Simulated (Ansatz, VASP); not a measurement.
Cu in VASP and in Ansatz

```
Cu
1.0
     0.00000    1.80750    1.80750
     1.80750    0.00000    1.80750
     1.80750    1.80750    0.00000
Cu
1
Direct
  0.00000 0.00000 0.00000
```

Alike in both runs: task single point; functional RPBE; k mesh 8 × 8 × 8; occupations gaussian, width 0.1 eV; no spin polarisation.

|  | VASP | Ansatz |
| --- | --- | --- |
| version | VASP 6.6.1 | Ansatz 0.2.0 |
| potentials or method | VASP PAW PBE potentials, release 64 (Cu), cutoff 600 eV | scalar-relativistic, plane waves, PAW |
| valence electrons in the cell | 11 | 19 |

|  | VASP | Ansatz | Ansatz less VASP |
| --- | --- | --- | --- |
| gap on the k mesh at the Fermi level (eV) | none | none | - |
| pressure (GPa) | 8.2 | 7.5 | -0.65 |

VASP's potentials were made for PBE, not for RPBE. A gap of «none» marks a metal or a gap that the smearing closes. The functional is the same, so the differences come from potentials, cutoffs and numerics. VASP's potentials hold 11 valence electrons a cell and Ansatz's 19, so a difference there can come from the potentials and not from the codes.

The k mesh is coarse, so the values compare programs but aren't converged.
